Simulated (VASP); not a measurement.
Crystal: PbSe.

```
Pb Se
1.0
     3.70707    0.00000    0.00000
     0.00000    3.70707    0.00000
     0.00000    0.00000    3.70707
Pb Se
1 1
Direct
  0.00000 0.00000 0.00000
  0.50000 0.50000 0.50000
```

Base run:

| Property | Result |
| --- | --- |
| Program | VASP 6.6.1 |
| Functional | PBE |
| Potentials or basis | VASP PAW PBE potentials, release 64 (Pb_d, Se) |
| Cutoff | 520 eV |
| k mesh | 7 × 7 × 7 |
| Occupations | fermi-dirac, width 0.05 eV |
| Spin | no spin polarisation |

Its results: band gap on the k mesh zero (band 10 reaches 6.03 eV, above the bottom of band 11 at 5.73 eV); pressure 3.2 GPa.

Q: The run is repeated on the same cell with these changes: functional from PBE to r2SCAN. What comes out?

A: Band gap on the k mesh zero (band 10 reaches 5.84 eV, above the bottom of band 11 at 5.76 eV); pressure 2.6 GPa.

Caveats: spin-orbit coupling is left out, which moves the levels of the heavy elements; the PAW data sets were made with another functional, which shifts forces and pressure a little (some runs).
